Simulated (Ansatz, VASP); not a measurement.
**One calculation of MoS2, two programs**

```xyz
6
Lattice="3.1845 0.0000 0.0000 -1.5923 2.7579 0.0000 0.0000 0.0000 21.6705" Properties=species:S:1:pos:R:3 pbc="T T T"
Mo    0.0000    1.8386   18.4451
Mo    1.5923    0.9193    3.2254
S     1.5923    0.9193   16.8949
S     0.0000    1.8386    1.6741
S     1.5923    0.9193   19.9965
S     0.0000    1.8386    4.7756
```

Alike in both runs: functional RPBE; k mesh 10 × 10 × 2; occupations fermi-dirac, width 0.05 eV; no spin polarisation.

```csv
,VASP,Ansatz
version,VASP 6.6.1,Ansatz 0.2.0
potentials or method,"VASP PAW PBE potentials, release 64 (Mo_sv, S)",Ansatz PAW
plane-wave cutoff (eV),520,420
valence electrons in the cell,52,52
task,single point,band structure
```

```csv
,VASP,Ansatz,Ansatz less VASP
gap on the k mesh at the Fermi level (eV),1.41,1.40,-0.016
least direct gap on the mesh (eV),1.89,1.89,-0.003
rms of the force components (eV/Å),0.152,0.163,+0.0111
```

VASP's potentials were made for PBE, not for RPBE. Atom by atom the forces differ by 0.011 eV/Å (rms over components).

Noted on Ansatz's run: the k mesh misses the band edges, so the gap on the mesh is wider than the one along the path.
